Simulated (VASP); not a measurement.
# AlN (Fm-3m) in VASP: further runs, part 2 of 2

VASP 6.6.1. Earlier steps stand in the parts before.

### Step 3. Single point, PBEsol+D3(BJ)

This run uses another cell than the first one, of 8.10 Å³/atom, 1.059 times its volume.

INCAR reads:

```
SYSTEM = AlN
PREC = Accurate ; ENCUT = 520
EDIFF = 1E-6 ; ISMEAR = -1
SIGMA = 0.05 ; LREAL = .False.
LASPH = .True. ; NELM = 80
ALGO = Normal ; ISIF = 2
LWAVE = .False. ; LCHARG = .True.
GGA = PS ; IVDW = 12
LELF = .True. ; LVHAR = .True.
NBANDS = 11
```

KPOINTS reads:

```
Automatic mesh
0
Gamma
  11 11 11
  0 0 0
```

POSCAR reads:

```
AlN
1.0
    0.0000000000      2.0083305161      2.0083305161
    2.0083305161      0.0000000000      2.0083305161
    2.0083305161      2.0083305161      0.0000000000
Al N
1 1
Direct
    0.5000000000      0.5000000000      0.5000000000
    0.0000000000      0.0000000000      0.0000000000
```

Potentials or basis: VASP PAW PBE potentials, release 64 (Al, N).

The run is started by

```
cat potpaw_PBE.64/Al/POTCAR potpaw_PBE.64/N/POTCAR > POTCAR
mpirun -np 1 vasp_std > vasp.out
```

OUTCAR:

```text
SYSTEM = AlN
   PREC = Accurate
   ENCUT = 520
   EDIFF = 1E-6
   ISMEAR = -1
   LREAL = .False.
   LASPH = .True.
   NELM = 80
   ISIF = 2
   GGA = PS
   IVDW = 12
 IVDW          = 12

 ion  position               nearest neighbor table
   1  0.500  0.500  0.500-   2 2.01   2 2.01   2 2.01   2 2.01   2 2.01   2 2.01
   2  0.000  0.000  0.000-   1 2.01   1 2.01   1 2.01   1 2.01   1 2.01   1 2.01

  LATTYP: Found a face centered cubic cell.
 ALAT       =     4.0166610322

  Lattice vectors:

 A1 = (   0.0000000000,   2.0083305161,   2.0083305161)
 A2 = (   2.0083305161,   0.0000000000,   2.0083305161)
 A3 = (   2.0083305161,   2.0083305161,   0.0000000000)

Analysis of symmetry for initial positions (statically):
=====================================================================
 Subroutine PRICEL returns:
 Original cell was already a primitive cell.

 Routine SETGRP: Setting up the symmetry group for a
 face centered cubic supercell.

 Subroutine GETGRP returns: Found 48 space group operations
 (whereof 48 operations were pure point group operations)
 out of a pool of 48 trial point group operations.

The static configuration has the point symmetry O_h .

Analysis of symmetry for dynamics (positions and initial velocities):
=====================================================================
 Subroutine PRICEL returns:
 Original cell was already a primitive cell.

 Routine SETGRP: Setting up the symmetry group for a
 face centered cubic supercell.

 Subroutine GETGRP returns: Found 48 space group operations
 (whereof 48 operations were pure point group operations)
 out of a pool of 48 trial point group operations.

The dynamic configuration has the point symmetry O_h .

 Subroutine INISYM returns: Found 48 space group operations
 (whereof 48 operations are pure point group operations),
 and found     1 'primitive' translations

----------------------------------------------------------------------------------------

                                     Primitive cell

  volume of cell :      16.2008

  direct lattice vectors                    reciprocal lattice vectors
     0.000000000  2.008330516  2.008330516    -0.248963005  0.248963005  0.248963005
     2.008330516  0.000000000  2.008330516     0.248963005 -0.248963005  0.248963005
     2.008330516  2.008330516  0.000000000     0.248963005  0.248963005 -0.248963005

  length of vectors
     2.840208254  2.840208254  2.840208254     0.431216574  0.431216574  0.431216574

  position of ions in fractional coordinates (direct lattice)
     0.500000000  0.500000000  0.500000000
     0.000000000  0.000000000  0.000000000

  ion indices of the primitive-cell ions
   primitive index   ion index
                 1           1
                 2           2

----------------------------------------------------------------------------------------

 KPOINTS: Automatic mesh

Automatic generation of k-mesh.
 Grid dimensions read from file:
 generate k-points for:   11   11   11

 Generating k-lattice:

  Cartesian coordinates                     Fractional coordinates (reciprocal lattice)
    -0.022633000  0.022633000  0.022633000     0.090909091  0.000000000  0.000000000
[... 21 lines left out ...]
  0.454545  0.000000  0.000000      8.000000
[... 16 lines left out ...]
 -0.272727  0.181818  0.000000     24.000000
 -0.181818  0.181818  0.000000     12.000000
 [... further k-points ...]
   k-points           NKPTS =     56   k-points in BZ     NKDIM =     56   number of bands    NBANDS=     11
   number of dos      NEDOS =    301   number of ions     NIONS =      2
   total plane-waves  NPLWV =  13824
   dimension x,y,z NGX =    24 NGY =   24 NGZ =   24
   dimension x,y,z NGXF=    48 NGYF=   48 NGZF=   48
   ions per type =               1   1
   NGX,Y,Z   is equivalent  to a cutoff of  14.05, 14.05, 14.05 a.u.
   NGXF,Y,Z  is equivalent  to a cutoff of  28.10, 28.10, 28.10 a.u.
 SYSTEM =  AlN
   PREC   = accura    normal or accurate (medium, high low for compatibility)
   ISTART =      0    job   : 0-new  1-cont  2-samecut
   ICHARG =      2    charge: 1-file 2-atom 10-const
   ISPIN  =      1    spin polarized calculation?
   LNONCOLLINEAR =      F non collinear calculations
   LSORBIT =      F    spin-orbit coupling
   LASPH  =      T    aspherical Exc in radial PAW
   ENCUT  =  520.0 eV  38.22 Ry    6.18 a.u.   5.28  5.28  5.28*2*pi/ulx,y,z
   NELM   =     80;   NELMIN=  2; NELMDL= -5     # of ELM steps
   EDIFF  = 0.1E-05   stopping-criterion for ELM
   LREAL  =      F    real-space projection
   EDIFFG = 0.1E-04   stopping-criterion for IOM
   NSW    =      0    number of steps for IOM
   IBRION =     -1    ionic relax: 0-MD 1-quasi-New 2-CG
   NFREE  =      0    steps in history (QN), initial steepest desc. (CG)
   ISIF   =      2    stress and relaxation
   ISYM   =      2    0-nonsym 1-usesym 2-fastsym
   POTIM  = 0.5000    time-step for ionic-motion
   TEBEG  =    0.0;   TEEND  =   0.0 temperature during run
   PSTRESS=    0.0 pullay stress
   NELECT =       8.0000    total number of electrons
   NUPDOWN=      -1.0000    fix difference up-down
   EMIN   =  10.00;   EMAX   =-10.00  energy-range for DOS
   EFERMI =   0.00;   METHOD = LEGACY
   ISMEAR =    -1;   SIGMA  =   0.05  broadening in eV -4-tet -1-fermi 0-gaus
   EFERMI_NEDOS =   21; number of points for ismear=-14 and -15
   IALGO  =     38    algorithm
   IMIX   =      4    mixing-type and parameters
     AMIX     =   0.40;   BMIX     =  1.00
     AMIX_MAG =   1.60;   BMIX_MAG =  1.00
  volume/ion in A,a.u.               =       8.10        54.66
  Fermi-wavevector in a.u.,A,eV,Ry     =   1.293976  2.445261 22.781249  1.674375
  Thomas-Fermi vector in A             =   2.425588
   LORBIT       =      0    0 simple, 1 ext, 2 COOP (PROOUT), +10 PAW based schemes
   GGA     = PS    functional components
   LHFCALC =     F    Hartree Fock is set to
   AEXX    =    0.0000 exact exchange contribution
   IVDW    =    12    specifies the selected vdW correction
   LEPSILON=     F    determine dielectric tensor
   LRPA    =     F    only Hartree local field effects (RPA)
 non-spin polarized calculation
  energy-cutoff  :      520.00
  volume of cell :       16.20
 maximum number of plane-waves:       448
 NGX is ok and might be reduce to    24
   NGX = 11   NGY = 11   NGZ = 11

 number of electron       7.9999999 magnetization

 Free energy of the ion-electron system (eV)
  ---------------------------------------------------
  ext. energy  EPLUGINS =         0.00000000
  ---------------------------------------------------
  free energy    TOTEN  =       -15.44263502 eV

  energy without entropy =      -15.44263502  energy(sigma->0) =      -15.44263502

 E-fermi :  11.1743     XC(G=0): -12.5461

 val. band max:       10.1459960326   @ k =   0.0000   0.0000   0.0000
 cond. band min:      15.0223600157   @ k =   0.4545   0.4545   0.0000
 fundamental gap:      4.8763639831
 Fermi energy:        11.1742847299

 k-point     1 :       0.0000    0.0000    0.0000
  band No.  band energies     occupation
      1      -7.5864      2.00000
      2      10.1460      2.00000
      3      10.1460      2.00000
      4      10.1460      2.00000
      5      16.1040      0.00000
      6      22.2340      0.00000
      7      22.2340      0.00000
      8      22.2340      0.00000
      9      27.3674      0.00000
     10      27.9794      0.00000
     11      27.9794      0.00000
[... 309 lines left out ...]
 k-point    24 :      -0.1818    0.1818    0.0000
  band No.  band energies     occupation
      1      -5.8427      2.00000
      2       5.5986      2.00000
      3       7.5551      2.00000
      4       9.5660      2.00000
      5      18.7833      0.00000
      6      20.0127      0.00000
      7      21.5119      0.00000
      8      22.9474      0.00000
      9      24.6394      0.00000
     10      28.8601      0.00000
     11      30.5587      0.00000

 [... further k-points ...]

------------------------ aborting loop because EDIFF is reached ----------------------------------------

 Edisp (eV)   -0.58492

 E8    (eV) :    -0.3608

  FORCE on cell =-STRESS in cart. coord.  units (eV):
  Direction    XX          YY          ZZ          XY          YZ          ZX
  --------------------------------------------------------------------------------------
  -------------------------------------------------------------------------------------
  Total      -0.00883    -0.00883    -0.00883    -0.00000     0.00000    -0.00000
  in kB      -0.87350    -0.87350    -0.87350    -0.00000     0.00000    -0.00000
  external pressure =       -0.87 kB  Pullay stress =        0.00 kB

 VOLUME and BASIS-vectors are now :
 -----------------------------------------------------------------------------
  energy-cutoff  :      520.00
  volume of cell :       16.20
      direct lattice vectors                 reciprocal lattice vectors
     0.000000000  2.008330516  2.008330516    -0.248963005  0.248963005  0.248963005
     2.008330516  0.000000000  2.008330516     0.248963005 -0.248963005  0.248963005
     2.008330516  2.008330516  0.000000000     0.248963005  0.248963005 -0.248963005

 POSITION                                       TOTAL-FORCE (eV/Angst)
 -----------------------------------------------------------------------------------
      2.00833      2.00833      2.00833        -0.000000      0.000000     -0.000000
      0.00000      0.00000      0.00000         0.000000      0.000000      0.000000
 -----------------------------------------------------------------------------------
    total drift:                                0.000000     -0.000000     -0.000000

  FREE ENERGIE OF THE ION-ELECTRON SYSTEM (eV)
  ---------------------------------------------------
  free  energy   TOTEN  =       -16.0275579774 eV

  energy  without entropy=      -16.0275579774  energy(sigma->0) =      -16.02755798
```

OSZICAR:

```text
N       E                     dE             d eps       ncg     rms          rms(c)
DAV:   1     0.656269297108E+01    0.65627E+01   -0.39924E+03  1243   0.666E+02
DAV:   2    -0.164785105502E+02   -0.23041E+02   -0.22251E+02  1524   0.129E+02
DAV:   3    -0.170751840185E+02   -0.59667E+00   -0.59576E+00  1468   0.183E+01
DAV:   4    -0.170771519754E+02   -0.19680E-02   -0.19679E-02  1396   0.112E+00
DAV:   5    -0.170771661297E+02   -0.14154E-04   -0.14154E-04  1445   0.987E-02    0.738E+00
DAV:   6    -0.154849726099E+02    0.15922E+01   -0.66628E+00  1367   0.137E+01    0.278E+00
DAV:   7    -0.154559984145E+02    0.28974E-01   -0.17156E-01  1361   0.293E+00    0.178E+00
DAV:   8    -0.154429426713E+02    0.13056E-01   -0.13481E-02  1325   0.103E+00    0.351E-01
DAV:   9    -0.154426171107E+02    0.32556E-03   -0.14231E-03  1409   0.227E-01    0.159E-01
DAV:  10    -0.154426386932E+02   -0.21583E-04   -0.70295E-05  1377   0.611E-02    0.393E-02
DAV:  11    -0.154426352366E+02    0.34566E-05   -0.91441E-06  1331   0.177E-02    0.618E-03
DAV:  12    -0.154426350193E+02    0.21730E-06   -0.28272E-07   718   0.464E-03
   1 F= -.16027558E+02 E0= -.16027558E+02  d E =-.120361E-10
```

Run time: 7.7 s. Hardware: 1 thread of Intel Xeon 6975P-C, shared host; peak memory 0.15 GiB.

What came out:

| Quantity | Value |
| --- | --- |
| Free energy | -16.0276 eV |
| Pressure | -0.1 GPa |
| Band gap on the k mesh | 4.88 eV, indirect (least direct gap 5.96 eV) |
| Dispersion energy per atom | -0.292 eV |

Levels at points of the mesh, in eV from the valence-band top:
```tsv
k point	band 1	band 2	band 3	band 4	band 5	band 6	band 7	band 8	band 9
(0.00, 0.00, 0.00)	-17.73	0.00	0.00	0.00	5.96	12.09	12.09	12.09	17.22
```

Caveat: the PAW data sets were made with another functional, which shifts forces and pressure a little. A k mesh can miss the band edges.

### Step 4. Single point, PBEsol+D4

This run uses another cell than the first one, of 8.15 Å³/atom, 1.066 times its volume.

INCAR reads:

```
PREC = Accurate ; ENCUT = 520
EDIFF = 1E-7 ; ISMEAR = -1
SIGMA = 0.05 ; LREAL = False
LASPH = True ; NELM = 60
ALGO = Normal ; ISIF = 2
LWAVE = False ; LCHARG = False
GGA = PS ; IVDW = 13
NBANDS = 11
```

KPOINTS reads:

```
regular mesh
0
Gamma
  11 11 11
```

POSCAR reads:

```
AlN
1.0
    0.0000000000      2.0127749852      2.0127749852
    2.0127749852      0.0000000000      2.0127749852
    2.0127749852      2.0127749852      0.0000000000
Al N
1 1
Direct
    0.5000000000      0.5000000000      0.5000000000
    0.0000000000      0.0000000000      0.0000000000
```

The run is started by

```
cat potpaw_PBE.64/Al/POTCAR potpaw_PBE.64/N/POTCAR > POTCAR
mpirun -np 1 vasp_std > vasp.out
```

Run time: 9.2 s. Hardware: 1 thread of Intel Xeon 6975P-C, shared host; peak memory 0.14 GiB.

It converged, with:

```yaml
Free_energy: -15.8750 eV
Pressure: -0.1 GPa
Band_gap_on_the_k_mesh: 4.81 eV, indirect (least direct gap 5.86 eV)
Dispersion_energy_per_atom: -0.215 eV
```

Levels at points of the mesh, in eV from the valence-band top:
| k point | band 1 | band 2 | band 3 | band 4 | band 5 | band 6 | band 7 | band 8 | band 9 |
| --- | --- | --- | --- | --- | --- | --- | --- | --- | --- |
| (0.00, 0.00, 0.00) | -17.67 | 0.00 | 0.00 | 0.00 | 5.86 | 12.07 | 12.07 | 12.07 | 17.18 |

Caveat: the PAW data sets were made with another functional, which shifts forces and pressure a little. A k mesh can miss the band edges.

### Step 5. Summary

| level | cell | gap on the mesh (eV) | pressure (GPa) |
| --- | --- | --- | --- |
| RPBE+D3(BJ) | a = 2.786 Å, angles 60.0°, 2 atoms | 5.24 | -1.0 |
| PBEsol+D3(BJ) | a = 2.840 Å, angles 60.0°, 2 atoms | 4.88 | -0.1 |
| PBEsol+D4 | a = 2.846 Å, angles 60.0°, 2 atoms | 4.81 | -0.1 |

Alike in all rows: task single point; potentials or basis VASP PAW PBE potentials, release 64 (Al, N); no spin polarisation; k mesh 11 × 11 × 11; cutoff (eV) 520; smearing fermi-dirac 0.05 eV.

Caveats: the PAW data sets were made with another functional, which shifts forces and pressure a little.

Absolute energies hang on the potentials; compare differences alone.
